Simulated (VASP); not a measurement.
Crystal: Zn2B.

```
Zn B
1.0
     0.00000    2.88366    2.88366
     2.88366    0.00000    2.88366
     2.88366    2.88366    0.00000
Zn B
2 1
Direct
  0.25000 0.25000 0.25000
  0.75000 0.75000 0.75000
  0.00000 0.00000 0.00000
```

The cell was built from a structure type or drawn by symmetry, and may not be a known phase.

```yaml
Program: VASP 6.6.1
Task: relaxation of cell and atoms
Functional: PBE
Potentials_or_basis: VASP PAW PBE potentials, release 64 (Zn, B)
Cutoff: 600 eV
k_mesh: 6 × 6 × 6
Occupations: gaussian, width 0.1 eV
Spin: no spin polarisation
```

At the start: pressure -16.1 GPa; volume 15.99 Å³/atom.

Problem. Where does the relaxation end?

Solution. Over 3 steps the energy falls by 228.4 meV/atom and the volume is 12.37 Å³/atom (-22.6 %); space group Fm-3m (No. 225, to 0.1 Å) before and after.

The path:
```
step  energy change (eV)  largest force (eV/Å)  pressure (GPa)  volume (Å³)
   1              0.0000                0.0000          -16.12        47.96
   2             -0.6827                0.0000           -1.55        37.64
   3             -0.6851                0.0000            0.48        37.11
```

Final structure:
```
Zn B
1.0
     0.00000    2.64750    2.64750
     2.64750    0.00000    2.64750
     2.64750    2.64750    0.00000
Zn B
2 1
Direct
  0.25000 0.25000 0.25000
  0.75000 0.75000 0.75000
  0.00000 0.00000 0.00000
```

Caveat: the volume moved by over 15 % at a fixed basis, so the end points are rough.
